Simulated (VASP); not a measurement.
Input of a VASP 6.6.1 run:

The input INCAR:

```
SYSTEM = ZnMo3
PREC = Accurate ; ENCUT = 520
EDIFF = 1E-7 ; ISMEAR = 0
SIGMA = 0.1 ; LREAL = .False.
LASPH = .True. ; NELM = 80
ALGO = Fast ; ISIF = 2
LWAVE = .False. ; LCHARG = .False.
NBANDS = 35
```

KPOINTS

```
Automatic mesh
0
Gamma
  10 10 10
  0 0 0
```

The input POSCAR:

```
ZnMo3
1.0
    3.9613713715      0.0000000000      0.0000000000
    0.0000000000      3.9613713715      0.0000000000
    0.0000000000      0.0000000000      3.9613713715
Zn Mo
1 3
Direct
    0.0000000000      0.0000000000      0.0000000000
    0.0000000000      0.5000000000      0.5000000000
    0.5000000000      0.0000000000      0.5000000000
    0.5000000000      0.5000000000      0.0000000000
```

Potentials or basis: VASP PAW LDA potentials, release 64 (Zn, Mo_sv).

Launch:

```sh
$ cat potpaw_LDA.64/Zn/POTCAR potpaw_LDA.64/Mo_sv/POTCAR > POTCAR
$ mpirun -np 1 vasp_std > vasp.out
```

**Question.** Estimate the pressure.

**Answer.** -15.2 GPa.

**Question.** Estimate the band gap on the k mesh.

**Answer.** Zero (bands 27 and 28 overlap by 1.49 eV).

Caveat: the cell differs from its parent crystal (strained); the cell stands under tension.
